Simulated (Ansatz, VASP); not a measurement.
# Two plane-wave programs on Al3B2Sb

```
CELL_PARAMETERS angstrom
3.07593 0.00000 0.00000
-1.53797 2.66383 0.00000
0.00000 0.00000 10.77920
ATOMIC_POSITIONS crystal
Al 0.00000 0.00000 0.14262
Al 0.00000 0.00000 0.83268
Al 0.66667 0.33333 0.62708
B 0.33333 0.66667 0.98751
B 0.66667 0.33333 0.99534
Sb 0.33333 0.66667 0.36477
```

Alike in both runs: task single point; functional PBE; k mesh 6 × 6 × 2; occupations gaussian, width 0.1 eV; no spin polarisation.

|  | VASP | Ansatz |
| --- | --- | --- |
| version | VASP 6.6.1 | Ansatz 0.2.0 |
| potentials or method | VASP PAW PBE potentials, release 64 (Al, B, Sb), cutoff 500 eV | scalar-relativistic, plane waves, PAW |
| valence electrons in the cell | 20 | 30 |

VASP gave:

```
gap on the k mesh at the Fermi level (eV)                     : none
pressure (GPa)                                                : -0.1
traceless stress, the component that is largest in VASP (GPa) : -0.22
rms of the force components (eV/Å)                            : 0.018
```

Task: Estimate Ansatz's values.

Result: gap on the k mesh at the Fermi level (eV): none; pressure (GPa): -0.1; traceless stress, the component that is largest in VASP (GPa): -0.20; rms of the force components (eV/Å): 0.020.

Atom by atom the forces differ by 0.006 eV/Å (rms over components). A gap of «none» marks a metal or a gap that the smearing closes. VASP's potentials hold 20 valence electrons a cell and Ansatz's 30, so a difference there can come from the potentials and not from the codes.

The k mesh is coarse, so the values compare programs but aren't converged. Spin-orbit coupling is off throughout.
